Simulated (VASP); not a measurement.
A run of VASP 6.6.1 is set up as follows.

The input INCAR:

```
ALGO = Normal
EDIFF = 1E-6
ENCUT = 520
GGA = PE
ISIF = 2
ISMEAR = 0
ISPIN = 2
LASPH = True
LCHARG = True
LELF = True
LMAXMIX = 4
LORBIT = 11
LREAL = False
LVHAR = True
LWAVE = False
MAGMOM = 0 -4 4 0 0 0
NBANDS = 35
NELM = 150
PREC = Accurate
SIGMA = 0.1
```

File KPOINTS:

```
k-points
0
Gamma
  6 6 6
```

Contents of POSCAR:

```
NbFe2N3
1.0
    2.8064549118      1.6203074988      2.7610632339
   -2.8064549118      1.6203074988      2.7610632339
    0.0000000000     -3.2406149976      2.7610632339
Nb Fe N
1 2 3
Direct
   -0.0000003349     -0.0000003349     -0.0000003349
    0.7035099990      0.7035099990      0.7035099990
    0.2964893610      0.2964893610      0.2964893610
    0.0000002867      0.5000004015      0.0000002867
    0.5000004015      0.0000002867      0.0000002867
    0.0000002867      0.0000002867      0.5000004015
```

Potentials or basis: VASP PAW PBE potentials, release 64 (Nb_sv, Fe, N).

Command:

```console
$ cat potpaw_PBE.64/Nb_sv/POTCAR potpaw_PBE.64/Fe/POTCAR potpaw_PBE.64/N/POTCAR > POTCAR
$ mpirun -np 1 vasp_std > vasp.out
```

Task: What does it give for the band gap on the k mesh?

Result: 0.27 eV (least direct gap 0.55 eV).

Task: Estimate the largest force.

Result: 0.057 eV/Å.

Task: Estimate the site moments.

Result: Nb +0.00; Fe -2.89, +2.89; N +0.00 μB.

Task: Predict the net moment.

Result: 0.00 μB per cell.

Forces on the atoms (eV/Å):
```
Nb   0.000  0.000  0.000
Fe   0.000  0.000 -0.057
Fe   0.000  0.000  0.057
N    0.000  0.000  0.000
N    0.000  0.000  0.000
N    0.000  0.000  0.000
```

Caveat: the antiferromagnetic order is the one typed at the start, and another may lie lower. A k mesh can miss the band edges.
